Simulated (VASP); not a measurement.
Wanted: the native input for a VASP 6.6.1 run.

| Quantity | Value |
| --- | --- |
| Task | single point |
| Functional | r2SCAN |
| Dispersion | D3(BJ) |
| Potentials or basis | VASP PAW PBE potentials, release 64 (Cd, Re) |
| Cutoff | 520 eV |
| k mesh | 6 × 6 × 6 |
| Occupations | methfessel-paxton, width 0.1 eV |
| Spin | no spin polarisation |
| Dipole correction | no |
| Further INCAR settings | ALGO = Normal; EDIFF = 1e-07; NBANDS = 24 |

CdRe3:

```xyz
4
Lattice="3.9497 0.0000 0.0000 0.0000 3.9497 0.0000 0.0000 0.0000 3.9497" Properties=species:S:1:pos:R:3 pbc="T T T"
Cd    0.0000    0.0000    0.0000
Re    0.0000    1.9748    1.9748
Re    1.9748    0.0000    1.9748
Re    1.9748    1.9748    0.0000
```

These files were run (other wordings do the same):

POSCAR

```
CdRe3
1.0
    3.9496780446      0.0000000000      0.0000000000
    0.0000000000      3.9496780446      0.0000000000
    0.0000000000      0.0000000000      3.9496780446
Cd Re
1 3
Direct
    0.0000000000      0.0000000000      0.0000000000
    0.0000000000      0.5000000000      0.5000000000
    0.5000000000      0.0000000000      0.5000000000
    0.5000000000      0.5000000000      0.0000000000
```

INCAR.step1

```
PREC = Accurate
ENCUT = 520
ISMEAR = 1
SIGMA = 0.1
LREAL = False
LASPH = True
NELM = 100
NBANDS = 24
GGA = PE
ALGO = Normal
EDIFF = 1E-4
LWAVE = True
LCHARG = False
```

INCAR.step2

```
PREC = Accurate
ENCUT = 520
EDIFF = 1E-7
ISMEAR = 1
SIGMA = 0.1
LREAL = False
LASPH = True
NELM = 100
ALGO = Normal
ISIF = 2
LWAVE = False
LCHARG = False
METAGGA = R2SCAN
LMIXTAU = True
IVDW = 12
VDW_S6 = 1.0
VDW_S8 = 0.78981345
VDW_A1 = 0.49484001
VDW_A2 = 5.73083694
NBANDS = 24
ISTART = 1
```

KPOINTS

```
Automatic mesh
0
Gamma
  6 6 6
```

Potentials or basis: VASP PAW PBE potentials, release 64 (Cd, Re).

Launch:

```bash
$ cat potpaw_PBE.64/Cd/POTCAR potpaw_PBE.64/Re/POTCAR > POTCAR
$ cp INCAR.step1 INCAR
$ mpirun -np 1 vasp_std > vasp.out
$ cp INCAR.step2 INCAR
$ mpirun -np 1 vasp_std > vasp.out
```

Results of the run:

* Pressure: -0.3 GPa
* Dispersion energy per atom: -0.294 eV

Caveat: three body term missing; the PAW data sets were made with another functional, which shifts forces and pressure a little; pairwise dispersion overbinds metals, which lowers pressure and volume.

It used 220 s of CPU time on 1 thread of AMD EPYC 7R13 Processor (Zen 3), with other jobs on the host.
